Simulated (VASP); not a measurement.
A run of VASP 6.6.1 is set up as follows.

INCAR

```
SYSTEM = NiO
ALGO = Normal ; EDIFF = 1E-8
ENCUT = 520 ; GGA = PE
IBRION = 8 ; ISIF = 2
ISMEAR = -1 ; ISPIN = 2
LASPH = .True. ; LCHARG = .True.
LMAXMIX = 4 ; LORBIT = 11
LREAL = .False. ; LWAVE = .False.
MAGMOM = 1 0 ; NELM = 150
NSW = 1 ; PREC = Accurate
SIGMA = 0.05
```

KPOINTS

```
k-points
0
Gamma
  10 10 10
  0 0 0
```

File POSCAR:

```
NiO
1.0
    0.0000000000      2.0859016414      2.0859016414
    2.0859016414      0.0000000000      2.0859016414
    2.0859016414      2.0859016414      0.0000000000
Ni O
1 1
Direct
    0.0000000000      0.0000000000      0.0000000000
    0.5000000000      0.5000000000      0.5000000000
```

Potentials or basis: VASP PAW PBE potentials, release 64 (Ni, O).

Launch:

```sh
$ cat potpaw_PBE.64/Ni/POTCAR potpaw_PBE.64/O/POTCAR > POTCAR
$ mpirun -np 1 vasp_std > vasp.out
```

Question: Predict the highest phonon frequency at Γ, LO-TO splitting left out.

Answer: 265 cm⁻¹.

Question: Predict the net moment.

Answer: 1.67 μB per cell.

Question: What does it give for the site moments?

Answer: Ni +1.38; O +0.25 μB.

Phonon frequencies in cm⁻¹ (negative: imaginary):
```csv
q point,frequencies
"(0.000, 0.000, 0.000)",0 0 0 265 265 265
```

Caveat: the cell wasn't relaxed at this level first, which shifts response properties; a cell with one magnetic atom can't hold antiferromagnetic order, which such compounds often take.
